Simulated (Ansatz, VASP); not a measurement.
**One calculation of C, two programs**

```
C
1.0
    -2.46466    0.00000    0.00000
     0.00000    0.00000   -3.57197
     0.00000   -4.26892    0.00000
C
4
Cartesian
  -1.2323 -0.7715 0.0000
  0.0000 -2.7859 0.0000
  0.0000 -1.3630 0.0000
  -1.2323 -3.6174 0.0000
```

Change from the starting cell: mode 8 frozen in at -0.060 Å and mode 12 at +0.000 Å (largest displacements).

Alike in both runs: task single point; functional PBE; dispersion D3(BJ); k mesh 18 × 12 × 10; occupations gaussian, width 0.15 eV; no spin polarisation.

|  | VASP | Ansatz |
| --- | --- | --- |
| version | VASP 6.6.1 | Ansatz 0.2.0 |
| potentials or method | VASP PAW PBE potentials, release 64 (C), cutoff 520 eV | scalar-relativistic, plane waves, PAW |
| valence electrons in the cell | 16 | 16 |

|  | VASP | Ansatz | Ansatz less VASP |
| --- | --- | --- | --- |
| gap on the k mesh at the Fermi level (eV) | none | none | - |
| pressure (GPa) | 2.9 | 2.5 | -0.37 |
| traceless stress, the component that is largest in VASP (GPa) | 5.55 | 5.36 | -0.186 |
| rms of the force components (eV/Å) | 2.710 | 2.715 | +0.0054 |

Atom by atom the forces differ by 0.008 eV/Å (rms over components). A gap of «none» marks a metal or a gap that the smearing closes.
